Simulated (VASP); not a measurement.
Here is a VASP 6.6.1 calculation.

Contents of INCAR:

```
ALGO = Normal
EDIFF = 1E-6
ENCUT = 520
GGA = PS
ISIF = 2
ISMEAR = -1
IVDW = 12
LASPH = True
LCHARG = False
LREAL = False
LWAVE = False
NBANDS = 32
NELM = 100
PREC = Accurate
SIGMA = 0.05
```

Contents of KPOINTS:

```
k-points
0
Gamma
  6 6 6
```

Contents of POSCAR:

```
Bi2Te3
1.0
   10.2683730000      0.0000000000      0.0000000000
    9.3183735055      4.3136294786      0.0000000000
    9.3183735055      2.0522045677      3.7941870922
Bi Te
2 3
Direct
    0.1880000000      0.1880000000      0.1880000000
    0.5980000000      0.5980000000      0.5980000000
    0.3890000000      0.3890000000      0.3890000000
    0.8000000000      0.8000000000      0.8000000000
    0.0000000000      0.0000000000      0.0000000000
```

Potentials or basis: VASP PAW PBE potentials, release 64 (Bi_d, Te).

Command:

```console
$ cat potpaw_PBE.64/Bi_d/POTCAR potpaw_PBE.64/Te/POTCAR > POTCAR
$ mpirun -np 1 vasp_std > vasp.out
```

**Question.** Predict the largest force.

**Answer.** 1.201 eV/Å.

**Question.** Predict the band gap on the k mesh.

**Answer.** Zero (bands 24 and 25 overlap by 0.12 eV).

**Question.** Estimate the pressure.

**Answer.** -2.9 GPa.

Forces on the atoms (eV/Å):
```
Bi   0.775  0.171  0.102
Bi   0.475  0.105  0.062
Te   0.667  0.147  0.088
Te  -0.754 -0.166 -0.099
Te  -1.163 -0.256 -0.153
```

Caveat: three body term missing; the PAW data sets were made with another functional, which shifts forces and pressure a little; spin-orbit coupling is left out, which moves the levels of the heavy elements.
